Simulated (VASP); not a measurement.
## Ag: single point with r2SCAN

Ag:

```
CELL_PARAMETERS angstrom
-1.63328 1.63328 1.63328
1.63328 -1.63328 1.63328
1.63328 1.63328 -1.63328
ATOMIC_POSITIONS crystal
Ag 0.00000 0.00000 0.00000
```

| Property | Result |
| --- | --- |
| Program | VASP 6.6.1 |
| Task | single point |
| Functional | r2SCAN |
| Potentials or basis | VASP PAW PBE potentials, release 64 (Ag) |
| Cutoff | 520 eV |
| k mesh | 11 × 11 × 11 |
| Occupations | fermi-dirac, width 0.05 eV |
| Spin | no spin polarisation |
| Dipole correction | no |
| Further INCAR settings | ALGO = Normal; EDIFF = 1e-06; NBANDS = 12 |

- Pressure: 0.1 GPa

Levels at points of the mesh, in eV from the Fermi level:
| k point | band 3 | band 4 | band 5 | band 6 | band 7 | band 8 | band 9 | band 10 |
| --- | --- | --- | --- | --- | --- | --- | --- | --- |
| (0.00, 0.00, 0.00) | -5.17 | -5.17 | -3.86 | -3.86 | 18.64 | 18.64 | 18.64 | 24.78 |

It took 33 s on 1 thread of Intel(R) Xeon(R) Platinum 8259CL CPU @ 2.50GHz (Skylake/Cascade Lake), with other jobs on the host, peak memory 0.14 GiB.

Caveat: the PAW data sets were made with another functional, which shifts forces and pressure a little.
